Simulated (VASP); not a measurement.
Pt, 1 atom in the cell. It takes space group Fm-3m (No. 225, cubic). Conventional cell: a = 3.922 Å, b = 3.922 Å, c = 3.922 Å, α = 90.00°, β = 90.00°, γ = 90.00°. Within 3.7 Å of Pt (site symmetry m-3m) lie 12 Pt at 2.77 Å. 

```yaml
Program: VASP 6.6.1
Task: single point
Functional: r2SCAN
Potentials_or_basis: VASP PAW PBE potentials, release 64 (Pt)
Cutoff: 520 eV
k_mesh: 8 × 8 × 8
Occupations: gaussian, width 0.1 eV
Spin: no spin polarisation
Dipole_correction: no
Further_INCAR_settings: ALGO = Normal; EDIFF = 1e-06; NBANDS = 11
```

Potentials or basis: VASP PAW PBE potentials, release 64 (Pt).

Launch:

```sh
$ cat potpaw_PBE.64/Pt/POTCAR > POTCAR
$ cp INCAR.step1 INCAR
$ mpirun -np 1 vasp_std > vasp.out
$ cp INCAR.step2 INCAR
$ mpirun -np 1 vasp_std > vasp.out
```

Hardware: 1 thread of Intel(R) Xeon(R) Platinum 8259CL CPU @ 2.50GHz (Skylake/Cascade Lake), on a shared host.

Question: How long does it take, and how much memory?

Answer: Wall time 18 s on 1 thread of Intel(R) Xeon(R) Platinum 8259CL CPU @ 2.50GHz (Skylake/Cascade Lake), on a shared host, peak memory 0.15 GiB. Counts: k points 29.
